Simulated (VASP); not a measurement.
# BiB (F-43m) in VASP: further runs

The runs below take BiB through single point, with HSE06, PBE.

Program: VASP 6.6.1. These are calculated values, not measurements. Logs are shortened: lines on timing, memory, paths and dates and some standing lists are left out, and cuts for length are marked.

## (1) The cell of the first run

Symmetry: F-43m, No. 216, cubic system. The conventional cell has a = 5.451 Å, b = 5.451 Å, c = 5.451 Å, α = 90.00°, β = 90.00°, γ = 90.00°. B (site symmetry -43m) has 4 Bi at 2.36 Å within 3.1 Å. Within 3.1 Å of Bi (site symmetry -43m) lie 4 B at 2.36 Å.

## (2) Single point, HSE06

Contents of POSCAR:

```
BiB
1.0
    0.0000000000      2.7255177504      2.7255177504
    2.7255177504      0.0000000000      2.7255177504
    2.7255177504      2.7255177504      0.0000000000
B Bi
1 1
Direct
    0.0000000000      0.0000000000      0.0000000000
    0.2500000000      0.2500000000      0.2500000000
```

Contents of INCAR.step1:

```
PREC = Accurate ; ENCUT = 520
EDIFF = 1E-5 ; ISMEAR = -1
SIGMA = 0.02 ; LREAL = F
LASPH = T ; NELM = 60
ALGO = Normal ; ISIF = 2
LWAVE = T ; NBANDS = 16
GGA = PE
```

Contents of INCAR.step2:

```
PREC = Accurate ; ENCUT = 520
EDIFF = 1E-6 ; ISMEAR = -1
SIGMA = 0.02 ; LREAL = F
LASPH = T ; NELM = 60
ALGO = Normal ; ISIF = 2
LWAVE = F ; LCHARG = T
GGA = PE ; LHFCALC = T
HFSCREEN = 0.2079 ; PRECFOCK = Normal
LELF = T ; LVHAR = T
NBANDS = 16 ; ISTART = 1
```

Contents of KPOINTS:

```
regular mesh
0
Gamma
  6 6 6
```

Potentials or basis: VASP PAW PBE potentials, release 64 (B, Bi_d).

The run is started by

```
> cat potpaw_PBE.64/B/POTCAR potpaw_PBE.64/Bi_d/POTCAR > POTCAR
> cp INCAR.step1 INCAR
> mpirun -np 1 vasp_std > vasp.out
> cp INCAR.step2 INCAR
> mpirun -np 1 vasp_std > vasp.out
```

OUTCAR:

```text
PREC = Accurate
   ENCUT = 520
   EDIFF = 1E-6
   ISMEAR = -1
   LREAL = F
   LASPH = T
   NELM = 60
   ISIF = 2
   GGA = PE
   LHFCALC = T
   HFSCREEN = 0.2079
   PRECFOCK = Normal
   ISTART = 1

 ion  position               nearest neighbor table
   1  0.000  0.000  0.000-   2 2.36   2 2.36   2 2.36   2 2.36
   2  0.250  0.250  0.250-   1 2.36   1 2.36   1 2.36   1 2.36

  LATTYP: Found a face centered cubic cell.
 ALAT       =     5.4510355008

  Lattice vectors:

 A1 = (   0.0000000000,   2.7255177504,   2.7255177504)
 A2 = (   2.7255177504,   0.0000000000,   2.7255177504)
 A3 = (   2.7255177504,   2.7255177504,   0.0000000000)

Analysis of symmetry for initial positions (statically):
=====================================================================
 Subroutine PRICEL returns:
 Original cell was already a primitive cell.

 Routine SETGRP: Setting up the symmetry group for a
 face centered cubic supercell.

 Subroutine GETGRP returns: Found 24 space group operations
 (whereof 24 operations were pure point group operations)
 out of a pool of 48 trial point group operations.

The static configuration has the point symmetry T_d .

Analysis of symmetry for dynamics (positions and initial velocities):
=====================================================================
 Subroutine PRICEL returns:
 Original cell was already a primitive cell.

 Routine SETGRP: Setting up the symmetry group for a
 face centered cubic supercell.

 Subroutine GETGRP returns: Found 24 space group operations
 (whereof 24 operations were pure point group operations)
 out of a pool of 48 trial point group operations.

The dynamic configuration has the point symmetry T_d .

 Subroutine INISYM returns: Found 24 space group operations
 (whereof 24 operations are pure point group operations),
 and found     1 'primitive' translations

----------------------------------------------------------------------------------------

                                     Primitive cell

  volume of cell :      40.4927

  direct lattice vectors                    reciprocal lattice vectors
     0.000000000  2.725517750  2.725517750    -0.183451383  0.183451383  0.183451383
[... 78 lines left out ...]
   LREAL  =      F    real-space projection
   EDIFFG = 0.1E-04   stopping-criterion for IOM
   NSW    =      0    number of steps for IOM
   IBRION =     -1    ionic relax: 0-MD 1-quasi-New 2-CG
   NFREE  =      0    steps in history (QN), initial steepest desc. (CG)
   ISIF   =      2    stress and relaxation
   ISYM   =      3    0-nonsym 1-usesym 2-fastsym
   POTIM  = 0.5000    time-step for ionic-motion
   TEBEG  =    0.0;   TEEND  =   0.0 temperature during run
   PSTRESS=    0.0 pullay stress
   NELECT =      18.0000    total number of electrons
   NUPDOWN=      -1.0000    fix difference up-down
   EMIN   =  10.00;   EMAX   =-10.00  energy-range for DOS
   EFERMI =   0.00;   METHOD = LEGACY
   ISMEAR =    -1;   SIGMA  =   0.02  broadening in eV -4-tet -1-fermi 0-gaus
   EFERMI_NEDOS =   21; number of points for ismear=-14 and -15
   IALGO  =     38    algorithm
   IMIX   =      1    mixing-type and parameters
     AMIX     =   0.40;   BMIX     =  1.00
     AMIX_MAG =   1.60;   BMIX_MAG =  1.00
  volume/ion in A,a.u.               =      20.25       136.63
  Fermi-wavevector in a.u.,A,eV,Ry     =   1.249415  2.361052 21.239203  1.561037
  Thomas-Fermi vector in A             =   2.383456
   LORBIT       =      0    0 simple, 1 ext, 2 COOP (PROOUT), +10 PAW based schemes
   GGA     = PE    functional components
   LHFCALC =     T    Hartree Fock is set to
   PRECFOCK=normal    Normal, Fast or Accurate (Low or Medium for compatibility)
   ENCUT4O =  -1.0   cutoff for four orbital integrals eV
   NKREDX  =     1    reduce k-point grid by
   NKREDY  =     1    reduce k-point grid by
   NKREDZ  =     1    reduce k-point grid by
   AEXX    =    0.2500 exact exchange contribution
   HFSCREEN=    0.2079 screening length (either q_TF or 0.3 A-1)
   HFSCREENC=   0.2079 screening length for correlation (either q_TF or 0.3 A-1)
   ENCUTFOCK=  -1.0 apply spherical cutoff to Coloumb kernel
   IVDW    =     0    specifies the selected vdW correction
   LEPSILON=     F    determine dielectric tensor
   LRPA    =     F    only Hartree local field effects (RPA)
 non-spin polarized calculation
  energy-cutoff  :      520.00
  volume of cell :       40.49
 maximum number of plane-waves:      1113
 NGX is ok and might be reduce to    30
  NGX = 24; NGY = 24; NGZ = 24

 number of electron      17.9999994 magnetization

 Free energy of the ion-electron system (eV)
  ---------------------------------------------------
  ext. energy  EPLUGINS =         0.00000000
  ---------------------------------------------------
  free energy    TOTEN  =       -10.41358378 eV

  energy without entropy =      -10.41358378  energy(sigma->0) =      -10.41358378

 E-fermi :   7.5695     XC(G=0):  -8.4003

 val. band max:        7.1149198442   @ k =   0.0000   0.0000   0.0000
 cond. band min:       8.1393981245   @ k =   0.5000   0.0000   0.0000
 fundamental gap:      1.0244782803
 Fermi energy:         7.5694599264

 k-point     1 :       0.0000    0.0000    0.0000
  band No.  band energies     occupation
      1     -18.0023      2.00000
      2     -18.0023      2.00000
      3     -18.0023      2.00000
      4     -17.8995      2.00000
      5     -17.8995      2.00000
      6      -8.5965      2.00000
[... 281 lines left out ...]
      3     -17.9312      2.00000
      4     -17.9022      2.00000
      5     -17.8774      2.00000
      6      -4.9826      2.00000
[... 8 lines left out ...]
     15      20.4471      0.00000
     16      21.5543      0.00000

------------------------ aborting loop because EDIFF is reached ----------------------------------------

  FORCE on cell =-STRESS in cart. coord.  units (eV):
  Direction    XX          YY          ZZ          XY          YZ          ZX
  --------------------------------------------------------------------------------------
  -------------------------------------------------------------------------------------
  Total       -0.0242185     -0.0242185     -0.0242185      0.0000000      0.0000000      0.0000000
  in kB       -0.9582555     -0.9582555     -0.9582555      0.0000000      0.0000000      0.0000000
  external PRESSURE =      -0.9582555 kB  Pullay stress =       0.0000000 kB

 VOLUME and BASIS-vectors are now :
 -----------------------------------------------------------------------------
  energy-cutoff  :      520.00
  volume of cell :       40.49
      direct lattice vectors                 reciprocal lattice vectors
     0.000000000  2.725517750  2.725517750    -0.183451383  0.183451383  0.183451383
     2.725517750  0.000000000  2.725517750     0.183451383 -0.183451383  0.183451383
     2.725517750  2.725517750  0.000000000     0.183451383  0.183451383 -0.183451383

 POSITION                                       TOTAL-FORCE (eV/Angst)
 -----------------------------------------------------------------------------------
      0.00000      0.00000      0.00000         0.000000      0.000000      0.000000
      1.36276      1.36276      1.36276        -0.000000     -0.000000     -0.000000
 -----------------------------------------------------------------------------------
    total drift:                                0.000010      0.000010      0.000005

  FREE ENERGIE OF THE ION-ELECTRON SYSTEM (eV)
  ---------------------------------------------------
  free  energy   TOTEN  =       -10.4135837797 eV

  energy  without entropy=      -10.4135837797  energy(sigma->0) =      -10.41358378
```

OUTCAR.step1:

```text
PREC = Accurate
   ENCUT = 520
   EDIFF = 1E-5
   ISMEAR = -1
   LREAL = F
[... 515 lines left out ...]
      0.00000      0.00000      0.00000        -0.000000     -0.000000      0.000000
      1.36276      1.36276      1.36276         0.000000      0.000000     -0.000000
 -----------------------------------------------------------------------------------
    total drift:                                0.000000      0.000000      0.000000

  FREE ENERGIE OF THE ION-ELECTRON SYSTEM (eV)
  ---------------------------------------------------
  free  energy   TOTEN  =        -8.9516838743 eV

  energy  without entropy=       -8.9516837168  energy(sigma->0) =       -8.95168380
```

OSZICAR.step1:

```text
N       E                     dE             d eps       ncg     rms          rms(c)
DAV:   1     0.127280715810E+03    0.12728E+03   -0.97183E+03   520   0.132E+03
DAV:   2    -0.151457344866E+01   -0.12880E+03   -0.12397E+03   536   0.336E+02
DAV:   3    -0.952978613119E+01   -0.80152E+01   -0.79817E+01   632   0.826E+01
DAV:   4    -0.970791834317E+01   -0.17813E+00   -0.17810E+00   632   0.134E+01
DAV:   5    -0.971511633235E+01   -0.71980E-02   -0.71979E-02   768   0.246E+00    0.395E+00
DAV:   6    -0.897477715790E+01    0.74034E+00   -0.14681E+00   680   0.856E+00    0.146E+00
DAV:   7    -0.895332426589E+01    0.21453E-01   -0.19427E-01   584   0.218E+00    0.762E-01
DAV:   8    -0.895172546314E+01    0.15988E-02   -0.22433E-02   728   0.149E+00    0.112E-01
DAV:   9    -0.895153259600E+01    0.19287E-03   -0.28540E-03   664   0.601E-01    0.537E-02
DAV:  10    -0.895164983408E+01   -0.11724E-03   -0.34261E-04   608   0.160E-01    0.259E-02
DAV:  11    -0.895168467808E+01   -0.34844E-04   -0.77284E-05   600   0.885E-02    0.793E-03
DAV:  12    -0.895168387429E+01    0.80379E-06   -0.46792E-06   496   0.181E-02
   1 F= -.89516839E+01 E0= -.89516838E+01  d E =-.157454E-06
```

Run time: 74 min. Hardware: 1 thread of Intel Xeon 8259CL, shared host; peak memory 0.29 GiB.

Results:

| Quantity | Value |
| --- | --- |
| Free energy | -10.4136 eV |
| Pressure | -0.1 GPa |
| Band gap on the k mesh | 1.02 eV (least direct gap 1.08 eV) |

Levels at points of the mesh, in eV from the valence-band top:
| k point | band 7 | band 8 | band 9 | band 10 | band 11 | band 12 |
| --- | --- | --- | --- | --- | --- | --- |
| (0.00, 0.00, 0.00) | 0.00 | 0.00 | 0.00 | 1.08 | 3.45 | 3.45 |
| (0.50, 0.00, 0.00) | -8.70 | -1.81 | -1.81 | 1.02 | 4.92 | 4.92 |
| (0.50, 0.50, 0.00) | -8.91 | -3.91 | -3.91 | 1.31 | 1.47 | 9.59 |

Caveat: the structure was generated, so it needn't be the stable form of BiB; the PAW data sets were made with another functional, which shifts forces and pressure a little; spin-orbit coupling is left out, which moves the levels of the heavy elements.

## (3) Single point, PBE

This run uses another cell than the first one, of 20.68 Å³/atom.

Contents of INCAR:

```
PREC = Accurate
ENCUT = 500
EDIFF = 1E-6
ISMEAR = 0
SIGMA = 0.01
LREAL = False
LASPH = True
NELM = 120
ALGO = Normal
ISIF = 2
LWAVE = False
LCHARG = True
GGA = PE
LELF = True
LVHAR = True
NBANDS = 16
GGA_COMPAT = False
```

Contents of KPOINTS:

```
regular mesh
0
Gamma
  4 4 4
```

Contents of POSCAR:

```
BiB
1.0
    0.0000000000      2.7448744764      2.7448744764
    2.7448744764      0.0000000000      2.7448744764
    2.7448744764      2.7448744764      0.0000000000
B Bi
1 1
Direct
    0.0000000000      0.0000000000      0.0000000000
    0.2500000000      0.2500000000      0.2500000000
```

Potentials or basis: VASP PAW PBE potentials, release 64 (B, Bi_d).

The run is started by

```
> cat potpaw_PBE.64/B/POTCAR potpaw_PBE.64/Bi_d/POTCAR > POTCAR
> mpirun -np 1 vasp_std > vasp.out
```

Wall time 7.3 s (1 thread of Intel Xeon Platinum 8259CL at 2.50GHz (Skylake/Cascade Lake), shared host); peak memory 0.15 GiB.

The run converged. Its results:

| Item | Value |
| --- | --- |
| Free energy | -8.7779 eV |
| Pressure | 1.0 GPa |
| Band gap on the k mesh | 0.28 eV |

Levels at points of the mesh, in eV from the valence-band top:
| k point | band 6 | band 7 | band 8 | band 9 | band 10 | band 11 | band 12 | band 13 |
| --- | --- | --- | --- | --- | --- | --- | --- | --- |
| (0.00, 0.00, 0.00) | -14.15 | 0.00 | 0.00 | 0.00 | 0.28 | 2.78 | 2.78 | 2.78 |
| (0.50, 0.00, 0.00) | -12.09 | -7.70 | -1.61 | -1.61 | 0.40 | 4.15 | 4.15 | 6.01 |
| (0.50, 0.50, 0.00) | -11.17 | -7.83 | -3.47 | -3.47 | 0.86 | 0.96 | 8.38 | 8.65 |

Caveat: the k points lie up to 0.50 Å⁻¹ apart; the structure was generated, so it needn't be the stable form of BiB; spin-orbit coupling is left out, which moves the levels of the heavy elements.
